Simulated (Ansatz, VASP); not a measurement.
**Two plane-wave programs on CoO**

The input INCAR:

```
  PREC = Accurate
  ENCUT = 520
  EDIFF = 1E-6
  ISMEAR = 0
  SIGMA = 0.1
  LREAL = False
  LASPH = True
  NELM = 150
  ALGO = Normal
  ISIF = 2
  LWAVE = False
  LCHARG = True
  ISPIN = 2
  MAGMOM = 2.79 0.28
  LORBIT = 11
  LMAXMIX = 4
  LDAU = True
  LDAUTYPE = 2
  LDAUL = 2 -1
  LDAUU = 3.32 0
  LDAUJ = 0 0
  LDAUPRINT = 1
  GGA = PE
  LELF = True
  LVHAR = True
  NBANDS = 18
```

File KPOINTS:

```
regular mesh
0
Gamma
  16 16 16
```

File POSCAR:

```
CoO
1.0
    0.0000000000      2.1773813051      2.1773813051
    2.1773813051      0.0000000000      2.1773813051
    2.1773813051      2.1773813051      0.0000000000
Co O
1 1
Direct
    0.0000000000      0.0000000000      0.0000000000
    0.5000000000      0.5000000000      0.5000000000
```

Input for Ansatz:

```yaml
crystal:
  lattice:
    - [0.0, 2.1773813051, 2.1773813051]
    - [2.1773813051, 0.0, 2.1773813051]
    - [2.1773813051, 2.1773813051, 0.0]
  atoms:
    - { symbol: Co, position: [0.0, 0.0, 0.0], spin: 2.79 }
    - { symbol: O, position: [0.5, 0.5, 0.5], spin: 0.28 }
basis:
  ecutwfc: 420
kpoints:
  mp_grid: { grid: [16, 16, 16] }
hamiltonian:
  xc: pbe
  hubbard: { sites: [{ species: Co, l: d, u_eff: 3.32 }] }
scf:
  occupations: { method: gaussian, width: 0.1 }
output:
  forces: true
  stress: true
  eigenvalues: true
  populations: true
  write_density: true
  write_potential: true
  elf: true
  volumetric_format: npy
magnetization:
  spin_polarized: true
```

Alike in both runs: task single point; functional PBE; k mesh 16 × 16 × 16; occupations gaussian, width 0.1 eV; collinear spin; Hubbard terms Co d U = 3.32 eV.

|  | VASP | Ansatz |
| --- | --- | --- |
| version | VASP 6.6.1 | Ansatz 0.2.0 |
| potentials or method | VASP PAW PBE potentials, release 64 (Co, O), cutoff 520 eV | scalar-relativistic, plane waves, PAW |
| valence electrons in the cell | 15 | 23 |

Ansatz gave:

```
pressure (GPa)                                                : -3.2
net moment per atom (μB)                                      : 1.50
size of the moment on the site where the two differ most (μB) : 2.62
```

Problem. Estimate VASP's values.

Solution. Pressure (GPa): -11.6; net moment per atom (μB): 1.50; size of the moment on the site where the two differ most (μB): 2.73.

Site moments also hang on the region over which each program counts them. The programs project onto different local orbitals, so the same U acts differently, and such runs can settle in different states. VASP's potentials hold 15 valence electrons a cell and Ansatz's 23, so a difference there can come from the potentials and not from the codes. Ansatz's warnings: look outside group, minimisation memory short, reached outside group.
